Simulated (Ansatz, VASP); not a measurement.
# Pd: VASP beside Ansatz

POSCAR

```
Pd
1.0
    0.0000000000      1.9395000000      1.9395000000
    1.9395000000      0.0000000000      1.9395000000
    1.9395000000      1.9395000000      0.0000000000
Pd
1
Direct
    0.0000000000      0.0000000000      0.0000000000
```

File INCAR.step1:

```
  ALGO = Normal
  EDIFF = 1E-5
  ENCUT = 550
  GGA = PE
  GGA_COMPAT = F
  ISMEAR = 1
  LASPH = T
  LCHARG = F
  LREAL = F
  LWAVE = T
  NBANDS = 11
  NELM = 120
  PREC = Accurate
  SIGMA = 0.3
```

The input INCAR.step2:

```
  ALGO = Normal
  EDIFF = 1E-6
  ENCUT = 550
  GGA_COMPAT = F
  ISIF = 2
  ISMEAR = 1
  ISTART = 1
  LASPH = T
  LCHARG = F
  LMIXTAU = T
  LREAL = F
  LWAVE = F
  METAGGA = R2SCAN
  NBANDS = 11
  NELM = 120
  PREC = Accurate
  SIGMA = 0.3
```

The input KPOINTS:

```
k-points
0
Gamma
  13 13 13
```

Input for Ansatz:

```yaml
crystal:
  lattice:
    - [0.0, 1.9395, 1.9395]
    - [1.9395, 0.0, 1.9395]
    - [1.9395, 1.9395, 0.0]
  atoms:
    - { symbol: Pd, position: [0.0, 0.0, 0.0] }
hamiltonian:
  xc: r2scan
  pseudopotentials: { kind: paw }
basis:
  ecutwfc: 500
kpoints:
  mp_grid: { grid: [13, 13, 13] }
scf:
  occupations: { method: methfessel_paxton, width: 0.3 }
  lower_state_search: "off"
  max_iter: 70
output:
  forces: true
  stress: true
```

Alike in both runs: task single point; functional r2SCAN; k mesh 13 × 13 × 13; occupations methfessel-paxton of order 1, width 0.3 eV; no spin polarisation.

```csv
,VASP,Ansatz
version,VASP 6.6.1,Ansatz 0.2.0
potentials or method,"VASP PAW PBE potentials, release 64 (Pd), cutoff 550 eV","PAW, plane waves, scalar-relativistic"
valence electrons in the cell,10,18
```

|  | VASP | Ansatz | Ansatz less VASP |
| --- | --- | --- | --- |
| pressure (GPa) | 5.2 | 4.4 | -0.77 |

VASP's potentials were made for PBE, not for r2SCAN. VASP's potentials hold 10 valence electrons a cell and Ansatz's 18, so a difference there can come from the potentials and not from the codes.
